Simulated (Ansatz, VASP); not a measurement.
Mg3Cd2Te3: VASP beside Ansatz

```
CELL_PARAMETERS angstrom
5.51892 0.00000 0.00000
-2.75946 4.77953 0.00000
0.00000 0.00000 11.40684
ATOMIC_POSITIONS crystal
Mg 0.00000 0.00000 0.24647
Mg 0.00000 0.00000 0.75353
Mg 0.00000 0.00000 0.00000
Cd 0.33333 0.66667 0.50000
Cd 0.66667 0.33333 0.50000
Te 0.33333 0.66667 0.00000
Te 0.66667 0.33333 0.00000
Te 0.00000 0.00000 0.50000
```

Alike in both runs: functional PBE; k mesh 4 × 4 × 2; occupations gaussian, width 0.2 eV; no spin polarisation.

Ansatz relaxed the structure, and its values are those at the end. VASP's run is a single point on that final structure, the one shown.

|  | VASP | Ansatz |
| --- | --- | --- |
| version | VASP 6.6.1 | Ansatz 0.2.0 |
| potentials or method | VASP PAW PBE potentials, release 64 (Mg, Cd, Te), cutoff 520 eV | scalar-relativistic, plane waves, PAW |
| valence electrons in the cell | 48 | 118 |

VASP gave:

```
gap on the k mesh at the Fermi level (eV) : none
pressure (GPa)                            : 0.7
rms of the force components (eV/Å)        : 0.010
```

Problem. What did Ansatz give for the same quantities?

Solution. gap on the k mesh at the Fermi level (eV): none; pressure (GPa): 0.7; rms of the force components (eV/Å): 0.009.

A gap of «none» marks a metal or a gap that the smearing closes. With one functional, cell and mesh, what is left measures potentials, basis and numerics. VASP's potentials hold 48 valence electrons a cell and Ansatz's 118, so a difference there can come from the potentials and not from the codes.

Spin-orbit coupling is off throughout.
